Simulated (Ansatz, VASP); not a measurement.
# Ce3HfO8 in VASP and in Ansatz

```
CELL_PARAMETERS angstrom
3.79185 0.00000 0.00000
0.00000 3.79185 0.00000
0.00000 0.00000 10.78680
ATOMIC_POSITIONS crystal
Ce 0.00000 0.00000 0.74403
Ce 0.50000 0.50000 0.00000
Ce 0.00000 0.00000 0.25597
Hf 0.50000 0.50000 0.50000
O 0.50000 0.00000 0.87185
O 0.00000 0.50000 0.12815
O 0.50000 0.00000 0.38494
O 0.00000 0.50000 0.61506
O 0.50000 0.00000 0.12815
O 0.00000 0.50000 0.38494
O 0.50000 0.00000 0.61506
O 0.00000 0.50000 0.87185
```

Alike in both runs: functional PBE; k mesh 8 × 8 × 4; occupations gaussian, width 0.02 eV; no spin polarisation.

Ansatz relaxed the structure, and its values are those at the end. VASP's run is a single point on that final structure, the one shown.

|  | VASP | Ansatz |
| --- | --- | --- |
| version | VASP 6.6.1 | Ansatz 0.2.0 |
| potentials or method | VASP PAW PBE potentials, release 64 (Ce, Hf_pv, O), cutoff 520 eV | scalar-relativistic, plane waves, PAW |
| valence electrons in the cell | 94 | 110 |

|  | VASP | Ansatz | Ansatz less VASP |
| --- | --- | --- | --- |
| gap on the k mesh at the Fermi level (eV) | 1.82 | 1.81 | -0.009 |
| least direct gap on the mesh (eV) | 1.86 | 1.86 | -0.002 |
| pressure (GPa) | -0.7 | 0.0 | +0.71 |
| rms of the force components (eV/Å) | 0.036 | 0.001 | -0.0348 |

VASP's potentials hold 94 valence electrons a cell and Ansatz's 110, so a difference there can come from the potentials and not from the codes.

Spin-orbit coupling is off throughout.
